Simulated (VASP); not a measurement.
Wanted: the native input for a VASP 6.6.1 run.

| Property | Result |
| --- | --- |
| Task | single point |
| Functional | PBE |
| Dispersion | D3(BJ) |
| Potentials or basis | VASP PAW PBE potentials, release 64 (C) |
| Cutoff | 520 eV |
| k mesh | 16 × 16 × 16 |
| Occupations | gaussian, width 0.03 eV |
| Spin | no spin polarisation |
| Dipole correction | no |
| Further INCAR settings | ALGO = Normal; EDIFF = 1e-06; NBANDS = 11 |

The structure of C lies in POSCAR:

```
C
1.0
    0.0000000000      2.1341012763      3.3978816909
    1.2327815012      0.0000000000      3.3978816909
    1.2327815012      2.1341012763      0.0000000000
C
2
Direct
    0.1754825005      0.8245174995      0.1754825005
    0.8245174995      0.1754825005      0.8245174995
```

This cell differs from its parent crystal: atoms shifted along a free coordinate.

The input as run:

INCAR

```
SYSTEM = C
  PREC = Accurate
  ENCUT = 520
  EDIFF = 1E-6
  ISMEAR = 0
  SIGMA = 0.03
  LREAL = .FALSE.
  LASPH = .TRUE.
  NELM = 100
  ALGO = Normal
  ISIF = 2
  LWAVE = .FALSE.
  LCHARG = .FALSE.
  GGA = PE
  IVDW = 12
  NBANDS = 11
```

KPOINTS

```
regular mesh
0
G
  16 16 16
  0 0 0
```

Potentials or basis: VASP PAW PBE potentials, release 64 (C).

The run is started by

```sh
$ cat potpaw_PBE.64/C/POTCAR > POTCAR
$ mpirun -np 1 vasp_std > vasp.out
```

Results of the run:

| Quantity | Value |
| --- | --- |
| Pressure | 2.7 GPa |
| Largest force | 3.664 eV/Å |
| Dispersion energy per atom | -0.154 eV |

Caveat: the cell differs from its parent crystal (atoms shifted along a free coordinate); forces of over 1 eV/Å act on the atoms, so gaps and moduli don't describe the material at rest.

Wall time 70 s on 1 thread of Intel(R) Xeon(R) 6975P-C (Granite Rapids) (shared host), peak memory 0.22 GiB.
